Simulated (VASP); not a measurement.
Input of a VASP 6.6.1 run:

File INCAR:

```
SYSTEM = Al
PREC     = Accurate       ! precision mode
ENCUT    = 520            ! plane-wave cutoff, eV
EDIFF    = 1E-6           ! SCF threshold, eV
ISMEAR   = 0              ! smearing method
SIGMA    = 0.15           ! smearing width, eV
LREAL    = .False.        ! projectors in reciprocal space
LASPH    = .True.         ! aspherical terms in the spheres
NELM     = 80             ! most SCF steps
ALGO     = Fast           ! electronic algorithm
ISIF     = 2              ! what is computed and relaxed
LWAVE    = .False.        ! write WAVECAR
LCHARG   = .False.        ! write CHGCAR
GGA      = PS             ! functional
IVDW     = 12             ! dispersion correction
NBANDS   = 14             ! bands
```

File KPOINTS:

```
regular mesh
0
Gamma
  18 18 6
  0 0 0
```

Contents of POSCAR:

```
Al
1.0
    2.6047000000      0.0000000000      0.0000000000
   -1.3023500000      2.2557363693      0.0000000000
    0.0000000000      0.0000000000      9.1920208392
Al
4
Direct
    0.0000000000      0.0000000000      0.0000000000
    0.3333333333      0.6666666667      0.2500000000
    0.0000000000      0.0000000000      0.5000000000
    0.6666666667      0.3333333333      0.7500000000
```

Potentials or basis: VASP PAW PBE potentials, release 64 (Al).

Command:

```console
$ cat potpaw_PBE.64/Al/POTCAR > POTCAR
$ mpirun -np 1 vasp_std > vasp.out
```

Predict the dispersion energy per atom.

-0.389 eV.

Estimate the pressure.

19.2 GPa.

Stress tensor (GPa, compression positive):
```
23.74  0.00  0.00
 0.00 23.74  0.00
 0.00  0.00 10.11
```

Caveat: the PAW data sets were made with another functional, which shifts forces and pressure a little; pairwise dispersion overbinds metals, which lowers pressure and volume.
